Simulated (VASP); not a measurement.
# P (R-3m) in VASP: notebook, part 2 of 2

VASP 6.6.1. Earlier steps stand in the parts before.

### 3 Single point, PBE+D3(BJ) (11.22 Å³/atom)

This run uses another cell than the first one, of 11.22 Å³/atom.

Input file INCAR:

```
SYSTEM = P
  PREC = Accurate
  ENCUT = 520
  EDIFF = 1E-7
  ISMEAR = 0
  SIGMA = 0.05
  LREAL = .False.
  LASPH = .True.
  NELM = 60
  ALGO = Normal
  ISIF = 2
  LWAVE = .False.
  LCHARG = .False.
  GGA = PE
  IVDW = 12
  NBANDS = 12
```

Input file KPOINTS:

```
Automatic mesh
0
Gamma
  18 18 18
  0 0 0
```

Input file POSCAR:

```
P
1.0
    1.5828418101      0.9138541451      2.5850808797
   -1.5828418101      0.9138541451      2.5850808797
    0.0000000000     -1.8277082903      2.5850808796
P
2
Direct
    0.2499281154      0.2499281154      0.2499281154
    0.7500718846      0.7500718846      0.7500718846
```

Potentials or basis: VASP PAW PBE potentials, release 64 (P).

The run is started by

```sh
$ cat potpaw_PBE.64/P/POTCAR > POTCAR
$ mpirun -np 1 vasp_std > vasp.out
```

OUTCAR:

```text
SYSTEM = P
   PREC = Accurate
   ENCUT = 520
   EDIFF = 1E-7
   ISMEAR = 0
   LREAL = .False.
   LASPH = .True.
   NELM = 60
   ISIF = 2
   GGA = PE
   IVDW = 12
 IVDW          = 12

 ion  position               nearest neighbor table
   1  0.250  0.250  0.250-   2 2.24   2 2.24   2 2.24   2 2.24   2 2.24   2 2.24
   2  0.750  0.750  0.750-   1 2.24   1 2.24   1 2.24   1 2.24   1 2.24   1 2.24

  LATTYP: Found a trigonal (rhomboedric) cell.
 ALAT       =     3.1659375782
[... 551 lines left out ...]
------------------------ aborting loop because EDIFF is reached ----------------------------------------

 Edisp (eV)   -1.26058

 E8    (eV) :    -0.4744

  FORCE on cell =-STRESS in cart. coord.  units (eV):
  Direction    XX          YY          ZZ          XY          YZ          ZX
  --------------------------------------------------------------------------------------
  -------------------------------------------------------------------------------------
  Total       6.14488     6.14488     6.14070     0.00000     0.00000     0.00000
  in kB     438.81747   438.81747   438.51909     0.00000     0.00000     0.00000
  external pressure =      438.72 kB  Pullay stress =        0.00 kB

 VOLUME and BASIS-vectors are now :
 -----------------------------------------------------------------------------
  energy-cutoff  :      520.00
  volume of cell :       22.44
      direct lattice vectors                 reciprocal lattice vectors
     1.582841810  0.913854145  2.585080880     0.315887536  0.182377754  0.128945031
    -1.582841810  0.913854145  2.585080880    -0.315887536  0.182377754  0.128945031
     0.000000000 -1.827708290  2.585080880     0.000000000 -0.364755508  0.128945031

 POSITION                                       TOTAL-FORCE (eV/Angst)
 -----------------------------------------------------------------------------------
      0.00000     -0.00000      1.93825         0.000000     -0.000000      0.005589
      0.00000     -0.00000      5.81699         0.000000      0.000000     -0.005589
 -----------------------------------------------------------------------------------
    total drift:                                0.000000     -0.000000      0.000000

  FREE ENERGIE OF THE ION-ELECTRON SYSTEM (eV)
  ---------------------------------------------------
  free  energy   TOTEN  =       -10.9180028266 eV

  energy  without entropy=      -10.9174560391  energy(sigma->0) =      -10.91772943
```

Wall time 51 s (1 thread of AMD EPYC 9R45 (Zen 5), shared host); peak memory 0.21 GiB.

Results:

* Free energy: -10.9180 eV
* Pressure: 43.9 GPa
* Largest force: 0.006 eV/Å
* Band gap on the k mesh: zero (bands 5 and 6 overlap by 4.69 eV)
* Dispersion energy per atom: -0.630 eV

Forces in eV/Å, atoms in the order of the input:
```
P    0.000  0.000  0.006
P    0.000  0.000 -0.006
```

Caveat: the cell stands under pressure.

### 4 Single point, PBE+D3(BJ) (11.81 Å³/atom)

This run uses another cell than the first one, of 11.81 Å³/atom.

Input file INCAR:

```
SYSTEM = P
PREC     = Accurate       ! precision mode
ENCUT    = 520            ! plane-wave cutoff, eV
EDIFF    = 1E-6           ! SCF threshold, eV
ISMEAR   = 0              ! smearing method
SIGMA    = 0.05           ! smearing width, eV
LREAL    = .False.        ! projectors in reciprocal space
LASPH    = .True.         ! aspherical terms in the spheres
NELM     = 60             ! most SCF steps
ALGO     = Normal         ! electronic algorithm
ISIF     = 2              ! what is computed and relaxed
LWAVE    = .False.        ! write WAVECAR
LCHARG   = .True.         ! write CHGCAR
GGA      = PE             ! functional
IVDW     = 12             ! dispersion correction
LELF     = .True.         ! ELF
LVHAR    = .True.       
NBANDS   = 12             ! bands
```

Input file KPOINTS:

```
regular mesh
0
Gamma
  16 16 16
  0 0 0
```

Input file POSCAR:

```
P
1.0
    1.6101375502      0.9296133480      2.6296600002
   -1.6101375502      0.9296133480      2.6296600002
    0.0000000000     -1.8592266961      2.6296600002
P
2
Direct
    0.2499281154      0.2499281154      0.2499281154
    0.7500718846      0.7500718846      0.7500718846
```

The run is started by

```sh
$ cat potpaw_PBE.64/P/POTCAR > POTCAR
$ mpirun -np 1 vasp_std > vasp.out
```

Wall time 35 s (1 thread of AMD EPYC 9R45 (Zen 5), shared host); peak memory 0.18 GiB.

Results (log left out):

* Free energy: -11.1838 eV
* Pressure: 30.6 GPa
* Largest force: 0.003 eV/Å
* Band gap on the k mesh: zero (bands 5 and 6 overlap by 4.11 eV)
* Dispersion energy per atom: -0.599 eV

Forces on the atoms (eV/Å):
```
P    0.000  0.000  0.003
P    0.000  0.000 -0.003
```

Levels at points of the mesh, in eV from the Fermi level:
```
           k point  band 3  band 4  band 5  band 6  band 7  band 8
(0.00, 0.00, 0.00)   -2.36   -2.36    1.15    3.93    3.94    3.94
(0.50, 0.00, 0.00)   -1.75   -1.75   -1.74   -1.74    2.32    2.32
(0.50, 0.50, 0.00)   -7.20   -6.32   -6.32   -0.39    9.56   10.13
(0.50, 0.50, 0.50)   -1.75   -1.75   -1.74   -1.74    2.32    2.32
```

Caveat: the cell stands under pressure.

### 5 The runs side by side

```csv
cell,k mesh,gap on the mesh (eV),pressure (GPa),largest force (eV/Å)
"a = 3.109 Å, angles 60.0°, 2 atoms",18 × 18 × 18,none,61.9,0.01
"a = 3.166 Å, angles 60.0°, 2 atoms",18 × 18 × 18,none,43.9,0.01
"a = 3.221 Å, angles 60.0°, 2 atoms",16 × 16 × 16,none,30.6,-
```

Alike in all rows: task single point; level PBE+D3(BJ); potentials or basis VASP PAW PBE potentials, release 64 (P); no spin polarisation; cutoff (eV) 520; smearing gaussian 0.05 eV.

Caveats: the cell stands under pressure.

Absolute energies hang on the potentials; compare differences alone.
